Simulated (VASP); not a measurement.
Here is a VASP 6.6.1 calculation.

Contents of INCAR:

```
PREC = Accurate
ENCUT = 520
EDIFF = 1E-6
ISMEAR = 0
SIGMA = 0.15
LREAL = F
LASPH = T
NELM = 60
ALGO = Normal
ISIF = 2
LWAVE = F
LCHARG = F
GGA = PS
NBANDS = 14
```

The input KPOINTS:

```
regular mesh
0
Gamma
  20 20 20
```

Contents of POSCAR:

```
ZrB
1.0
   -0.1111566429      2.2707714195      2.2707714195
    2.2707714195     -0.1111566429      2.2707714195
    2.2707714195      2.2707714195     -0.1111566429
Zr B
1 1
Direct
    0.0000000000      0.0000000000      0.0000000000
    0.5000000000      0.5000000000      0.5000000000
```

Potentials or basis: VASP PAW PBE potentials, release 64 (Zr_sv, B).

Launch:

```sh
$ cat potpaw_PBE.64/Zr_sv/POTCAR potpaw_PBE.64/B/POTCAR > POTCAR
$ mpirun -np 1 vasp_std > vasp.out
```

Task: Estimate the band gap on the k mesh.

Result: Zero (an odd number of electrons rules out a gap without spin polarisation).

Task: Estimate the pressure.

Result: 29.5 GPa.

Stress tensor (GPa, compression positive):
```
29.55  2.46  2.46
 2.46 29.55  2.46
 2.46  2.46 29.55
```

Caveat: the cell stands under pressure; the PAW data sets were made with another functional, which shifts forces and pressure a little.
